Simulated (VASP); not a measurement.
Runs of VASP 6.6.1 on GeMo (zincblende type). The structure is that of space group F-43m (No. 216), or close to it. The cells are those of the table. 

```tsv
task	cell	gap on the mesh (eV)	pressure (GPa)
relaxation of cell and atoms	relaxed to 300 GPa from a = 3.164 Å, angles 60.0°, 2 atoms	none	300.0
relaxation of cell and atoms	relaxed to 300 GPa from a = 3.075 Å, angles 60.0°, 2 atoms	none	300.0
single point	a = 3.164 Å, angles 60.0°, 2 atoms	none	310.8
single point	a = 3.163 Å, angles 60.0°, 2 atoms	none	(a)
```

Alike in all rows: level PBE; potentials or basis VASP PAW PBE potentials, release 64 (Mo_sv, Ge_d); no spin polarisation; k mesh 13 × 13 × 13; cutoff (eV) 500; smearing fermi-dirac 0.1 eV.

Question: Estimate the missing entries.

Answer: (a) 311.3.

Caveats: the cell is relaxed towards a set pressure, so the run minimises the enthalpy, not the energy (at least some runs); the cell stands under pressure (at least some runs).

A k mesh can miss the band edges, and the runs leave out spin-orbit coupling on Ge, Mo.

A gap of «none» marks levels without a gap at the run's occupations.
